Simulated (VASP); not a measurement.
SiC5:

```
Si C
1.0
     2.53263    0.00000    0.00000
    -1.26632    2.19332    0.00000
     0.00000    0.00000   14.26973
Si C
1 5
Direct
  0.00000 0.00000 0.50000
  0.00000 0.00000 0.83333
  0.00000 0.00000 0.00000
  0.00000 0.00000 0.16667
  0.00000 0.00000 0.33333
  0.00000 0.00000 0.66667
```

* Program: VASP 6.6.1
* Task: relaxation of cell and atoms
* Functional: PBE
* Potentials or basis: VASP PAW PBE potentials, release 64 (Si, C)
* Cutoff: 600 eV
* k mesh: 6 × 6 × 2
* Occupations: gaussian, width 0.1 eV
* Spin: no spin polarisation

At the start: pressure -29.6 GPa; volume 13.21 Å³/atom.

Q: Where does the relaxation end?

A: Over 81 steps the energy falls by 2920.1 meV/atom and the volume is 12.67 Å³/atom (-4.1 %); space group P6/mmm (No. 191, to 0.05 Å).

The path:
```tsv
step	energy change (eV)	largest force (eV/Å)	pressure (GPa)	volume (Å³)
1	0.0000	0.0784	-29.56	79.27
4	-2.7911	9.9880	122.92	33.62
7	-7.5987	6.4980	43.94	39.16
10	-9.3674	1.8521	15.60	43.27
13	-9.8640	2.9847	-16.98	50.25
16	-15.3986	1.7688	-15.68	65.15
19	-15.7579	2.2487	-5.72	69.97
22	-16.1235	5.0784	0.93	67.03
25	-16.7005	7.1863	17.31	62.58
28	-17.0937	1.5702	16.22	61.49
31	-17.2791	0.2435	3.06	63.25
34	-17.3233	0.6584	2.45	64.69
37	-17.3374	1.0676	1.80	65.88
40	-17.3516	0.3028	-0.24	67.07
43	-17.3521	0.1833	0.05	66.99
46	-17.3532	0.0138	0.63	67.23
49	-17.3538	0.0490	0.01	67.65
52	-17.3539	0.0553	-0.01	67.71
55	-17.3544	0.0933	-0.28	67.97
58	-17.3751	0.6629	-2.09	70.11
61	-17.3941	0.9921	-2.75	71.71
64	-17.4188	0.9366	-1.63	71.71
67	-17.4734	0.3697	3.59	71.46
70	-17.4839	0.7257	2.60	72.10
73	-17.5011	0.6876	-0.43	74.50
76	-17.5143	0.2918	0.46	74.62
79	-17.5206	0.0905	-0.01	76.03
81	-17.5207	0.0196	-0.04	76.04
```

Final structure:
```yaml
crystal:
  lattice:
    - [3.20317, 0.00000, 0.00000]
    - [-1.60158, 2.77402, 0.00000]
    - [0.00000, 0.00000, 8.55723]
  atoms:
    - { symbol: Si, position: [0.00000, 0.00000, 0.50000] }
    - { symbol: C, position: [0.00000, 0.00000, 0.84935] }
    - { symbol: C, position: [0.00000, 0.00000, 0.00000] }
    - { symbol: C, position: [0.00000, 0.00000, 0.15065] }
    - { symbol: C, position: [0.00000, 0.00000, 0.29887] }
    - { symbol: C, position: [0.00000, 0.00000, 0.70112] }
```

Caveat: the k points lie up to 0.38 Å⁻¹ apart in the final cell.
